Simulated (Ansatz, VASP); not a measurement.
# Ge2Pd in VASP and in Ansatz

```
CELL_PARAMETERS angstrom
0.00000 3.78821 3.78821
3.78821 0.00000 3.78821
3.78821 3.78821 0.00000
ATOMIC_POSITIONS crystal
Ge 0.12500 0.12500 0.12500
Ge 0.62500 0.12500 0.12500
Ge 0.12500 0.12500 0.62500
Ge 0.12500 0.62500 0.12500
Pd 0.50000 0.50000 0.50000
Pd 0.75000 0.75000 0.75000
```

Alike in both runs: functional PBE; k mesh 8 × 8 × 8; occupations gaussian, width 0.1 eV; no spin polarisation.

Ansatz relaxed the structure, and its values are those at the end. VASP's run is a single point on that final structure, the one shown.

```csv
,VASP,Ansatz
version,VASP 6.6.1,Ansatz 0.2.0
potentials or method,"VASP PAW PBE potentials, release 64 (Ge_d, Pd), cutoff 520 eV","scalar-relativistic, plane waves, PAW"
valence electrons in the cell,76,92
```

|  | VASP | Ansatz | Ansatz less VASP |
| --- | --- | --- | --- |
| gap on the k mesh at the Fermi level (eV) | none | none | - |
| pressure (GPa) | 0.0 | 0.0 | 0.00 |

A gap of «none» marks a metal or a gap that the smearing closes. With one functional, cell and mesh, what is left measures potentials, basis and numerics. VASP's potentials hold 76 valence electrons a cell and Ansatz's 92, so a difference there can come from the potentials and not from the codes.
